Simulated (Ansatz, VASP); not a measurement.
One calculation of Si3N4, two programs

```
Si N
1.0
     7.63220    0.00000    0.00000
    -3.81610    6.60968    0.00000
     0.00000    0.00000    2.91910
Si N
6 8
Direct
  0.19520 0.76560 0.25000
  0.42960 0.19520 0.75000
  0.23440 0.42960 0.25000
  0.80480 0.23440 0.75000
  0.57040 0.80480 0.25000
  0.76560 0.57040 0.75000
  0.33333 0.66667 0.25000
  0.66667 0.33333 0.75000
  0.33940 0.03620 0.25000
  0.30320 0.33940 0.75000
  0.96380 0.30320 0.25000
  0.66060 0.96380 0.75000
  0.69680 0.66060 0.25000
  0.03620 0.69680 0.75000
```

Alike in both runs: task electric field gradients; functional PBE; k mesh 4 × 4 × 9; occupations fermi-dirac, width 0.02 eV; no spin polarisation.

|  | VASP | Ansatz |
| --- | --- | --- |
| version | VASP 6.6.1 | Ansatz 0.2.0 |
| potentials or method | VASP PAW PBE potentials, release 64 (Si, N) | plane-wave PAW, scalar-relativistic |
| plane-wave cutoff (eV) | 520 | 420 |
| valence electrons in the cell | 64 | 64 |

|  | VASP | Ansatz | Ansatz less VASP |
| --- | --- | --- | --- |
| gap on the k mesh at the Fermi level (eV) | 3.66 | 3.66 | +0.005 |
| pressure (GPa) | 10.5 | 10.8 | +0.27 |
| traceless stress, the component that is largest in VASP (GPa) | -17.98 | -18.05 | -0.071 |
| rms of the force components (eV/Å) | 3.552 | 3.558 | +0.0064 |
| size of Vzz on the site where it differs most (V/Å²) | 50.4 | 44.4 | -5.97 |

Atom by atom the forces differ by 0.007 eV/Å (rms over components). With one functional, cell and mesh, what is left measures potentials, basis and numerics.
